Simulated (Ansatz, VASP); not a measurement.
## SnSe: VASP beside Ansatz

Contents of INCAR:

```
ALGO     = Normal         # electronic algorithm
EDIFF    = 1E-7           # SCF threshold, eV
ENCUT    = 520            # plane-wave cutoff, eV
GGA      = PE             # functional
ISIF     = 2              # what is computed and relaxed
ISMEAR   = 0              # smearing method
IVDW     = 12             # dispersion correction
LASPH    = True           # aspherical terms in the spheres
LCHARG   = False          # write CHGCAR
LREAL    = False          # projectors in reciprocal space
LWAVE    = False          # write WAVECAR
NBANDS   = 28             # bands
NELM     = 60             # most SCF steps
PREC     = Accurate       # precision mode
SIGMA    = 0.03           # smearing width, eV
```

File KPOINTS:

```
k-points
0
Gamma
  8 8 6
```

Contents of POSCAR:

```
SnSe
1.0
    4.2220108060      0.0000000000      0.0000000000
    0.0000000000      4.2220108060      0.0000000000
    0.0000000000      0.0000000000      6.5443000000
Sn Se
2 2
Direct
    0.5000000000      0.0000000000      0.2500887432
    0.0000000000      0.5000000000      0.7499112568
    0.5000000000      0.0000000000      0.7499352227
    0.0000000000      0.5000000000      0.2500647773
```

Input for Ansatz:

```yaml
crystal:
  lattice:
    - [4.222010806, 0.0, 0.0]
    - [0.0, 4.222010806, 0.0]
    - [0.0, 0.0, 6.5443]
  atoms:
    - { symbol: Sn, position: [0.5, 0.0, 0.2500887432] }
    - { symbol: Sn, position: [0.0, 0.5, 0.7499112568] }
    - { symbol: Se, position: [0.5, 0.0, 0.7499352227] }
    - { symbol: Se, position: [0.0, 0.5, 0.2500647773] }
basis:
  ecutwfc: 420
kpoints:
  mp_grid: { grid: [8, 8, 6] }
hamiltonian:
  xc: pbe
  dispersion: d3bj
scf:
  occupations: { method: gaussian, width: 0.03 }
output:
  forces: true
  stress: true
  eigenvalues: true
```

Alike in both runs: task single point; functional PBE; dispersion D3(BJ); k mesh 8 × 8 × 6; occupations gaussian, width 0.03 eV; no spin polarisation.

```csv
,VASP,Ansatz
version,VASP 6.6.1,Ansatz 0.2.0
potentials or method,"VASP PAW PBE potentials, release 64 (Sn_d, Se), cutoff 520 eV","scalar-relativistic, plane waves, PAW"
valence electrons in the cell,40,60
```

VASP gave:

```
gap on the k mesh at the Fermi level (eV)                     : 0.22
least direct gap on the mesh (eV)                             : 0.28
pressure (GPa)                                                : -2.7
traceless stress, the component that is largest in VASP (GPa) : -4.54
```

What did Ansatz give for the same quantities?

gap on the k mesh at the Fermi level (eV): 0.23; least direct gap on the mesh (eV): 0.28; pressure (GPa): -2.6; traceless stress, the component that is largest in VASP (GPa): -4.52.

VASP's potentials hold 40 valence electrons a cell and Ansatz's 60, so a difference there can come from the potentials and not from the codes. Ansatz's warnings: dispersion switch in reach.
